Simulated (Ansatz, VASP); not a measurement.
# One calculation of BP, two programs

The input POSCAR:

```
BP
1.0
    0.0000000000      2.1668950000      2.2690000000
    2.2690000000      0.0000000000      2.2690000000
    2.2690000000      2.1668950000      0.0000000000
B P
1 1
Direct
    0.0000000000      0.0000000000      0.0000000000
    0.7500000000      0.7500000000      0.7500000000
```

INCAR.step1

```
SYSTEM = BP
PREC = Accurate ; ENCUT = 520
ISMEAR = 0 ; SIGMA = 0.05
LREAL = .False. ; LASPH = .True.
NELM = 60 ; NBANDS = 11
GGA = PE ; ALGO = Normal
EDIFF = 1E-4 ; LWAVE = .True.
LCHARG = .False.
```

File INCAR.step2:

```
SYSTEM = BP
PREC = Accurate ; ENCUT = 520
EDIFF = 1E-7 ; ISMEAR = 0
SIGMA = 0.05 ; LREAL = .False.
LASPH = .True. ; NELM = 60
ALGO = Normal ; ISIF = 2
LWAVE = .False. ; LCHARG = .False.
METAGGA = R2SCAN ; LMIXTAU = .True.
NBANDS = 11 ; ISTART = 1
```

KPOINTS

```
regular mesh
0
Gamma
  8 8 8
  0 0 0
```

Input for Ansatz:

```yaml
crystal:
  lattice:
    - [0.0, 2.166895, 2.269]
    - [2.269, 0.0, 2.269]
    - [2.269, 2.166895, 0.0]
  atoms:
    - { symbol: B, position: [0.0, 0.0, 0.0] }
    - { symbol: P, position: [0.75, 0.75, 0.75] }
basis:
  ecutwfc: 500
kpoints:
  mp_grid: { grid: [8, 8, 8] }
hamiltonian:
  xc: r2scan
scf:
  occupations: { method: gaussian, width: 0.05 }
output:
  forces: true
  stress: true
  eigenvalues: true
```

Change from the starting cell: strain -0.0450 x Voigt [0, 1, 0, 0, 0, 0], atoms carried along.

Alike in both runs: task single point; functional r2SCAN; k mesh 8 × 8 × 8; occupations gaussian, width 0.05 eV; no spin polarisation.

```csv
,VASP,Ansatz
version,VASP 6.6.1,Ansatz 0.2.0
potentials or method,"VASP PAW PBE potentials, release 64 (B, P), cutoff 520 eV","scalar-relativistic, plane waves, PAW"
valence electrons in the cell,8,8
```

VASP gave:

| Property | Result |
| --- | --- |
| gap on the k mesh at the Fermi level (eV) | 0.69 |
| least direct gap on the mesh (eV) | 3.22 |
| pressure (GPa) | 7.7 |
| traceless stress, the component that is largest in VASP (GPa) | 8.62 |

Problem. What did Ansatz give for the same quantities?

Solution. gap on the k mesh at the Fermi level (eV): 0.66; least direct gap on the mesh (eV): 3.19; pressure (GPa): 8.3; traceless stress, the component that is largest in VASP (GPa): 8.58.

VASP's potentials were made for PBE, not for r2SCAN.
